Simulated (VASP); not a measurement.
GaN (rocksalt type):

```
CELL_PARAMETERS angstrom
0.00000 2.15443 2.15443
2.15443 0.00000 2.15443
2.15443 2.15443 0.00000
ATOMIC_POSITIONS crystal
Ga 0.00000 0.00000 0.00000
N 0.50000 0.50000 0.50000
```

| Item | Value |
| --- | --- |
| Program | VASP 6.6.1 |
| Task | relaxation of cell and atoms |
| Functional | PBE |
| Potentials or basis | VASP PAW PBE potentials, release 64 (Ga_d, N) |
| Cutoff | 600 eV |
| k mesh | 16 × 16 × 16 |
| Occupations | fermi-dirac, width 0.05 eV |
| Spin | no spin polarisation |

At the start: pressure -5.1 GPa; volume 10.00 Å³/atom.

How do energy, volume and symmetry change on relaxing?

Over 8 steps the energy falls by 4.1 meV/atom and the volume is 9.75 Å³/atom (-2.5 %); space group Fm-3m (No. 225, to 0.05 Å).

The path:
```
step  energy change (eV)  largest force (eV/Å)  pressure (GPa)  volume (Å³)
   1              0.0000                0.0000           -5.05        20.00
   2             -0.0029                0.0000            4.36        19.10
   3             -0.0082                0.0000           -0.60        19.49
   4             -0.0081                0.0000            0.59        19.45
   5             -0.0082                0.0000            0.19        19.47
   6             -0.0082                0.0000            0.19        19.48
   7             -0.0082                0.0000           -0.26        19.51
   8             -0.0082                0.0000            0.02        19.49
```

Final structure:
```xyz
2
Lattice="0.0000 2.1361 2.1361 2.1361 0.0000 2.1361 2.1361 2.1361 0.0000" Properties=species:S:1:pos:R:3 pbc="T T T"
Ga    0.0000    0.0000    0.0000
N     2.1361    2.1361    2.1361
```
